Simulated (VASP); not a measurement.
Here is a VASP 6.6.1 calculation.

File INCAR:

```
ALGO = Normal ; EDIFF = 1E-7
EDIFFG = -0.001 ; ENCUT = 600
GGA = PE ; IBRION = 2
ISIF = 3 ; ISMEAR = 0
ISPIN = 2 ; LASPH = T
LCHARG = F ; LMAXMIX = 4
LORBIT = 11 ; LREAL = F
LWAVE = F ; MAGMOM = 0 1.09
NELM = 150 ; NSW = 80
PREC = Accurate ; SIGMA = 0.2
```

Contents of KPOINTS:

```
k-points
0
Gamma
  14 14 14
```

File POSCAR:

```
TiCo
1.0
    2.9855872823      0.0000000000      0.0000000000
    0.0000000000      2.9855872823      0.0000000000
    0.0000000000      0.0000000000      2.9855872823
Ti Co
1 1
Direct
    0.0000000000      0.0000000000      0.0000000000
    0.5000000000      0.5000000000      0.5000000000
```

Potentials or basis: VASP PAW PBE potentials, release 64 (Ti_sv, Co).

Launch:

```bash
$ cat potpaw_PBE.64/Ti_sv/POTCAR potpaw_PBE.64/Co/POTCAR > POTCAR
$ mpirun -np 1 vasp_std > vasp.out
```

Q: Predict the site moments.

A: Ti -0.03; Co +0.89 μB.

Q: Predict the relaxed volume.

A: 13.25 Å³/atom.

The path:
| step | energy change (eV) | largest force (eV/Å) | pressure (GPa) | volume (Å³) |
| --- | --- | --- | --- | --- |
| 1 | 0.0000 | 0.0000 | -0.76 | 26.61 |
| 2 | 0.0000 | 0.0000 | 0.71 | 26.37 |
| 3 | -0.0003 | 0.0000 | 0.01 | 26.49 |
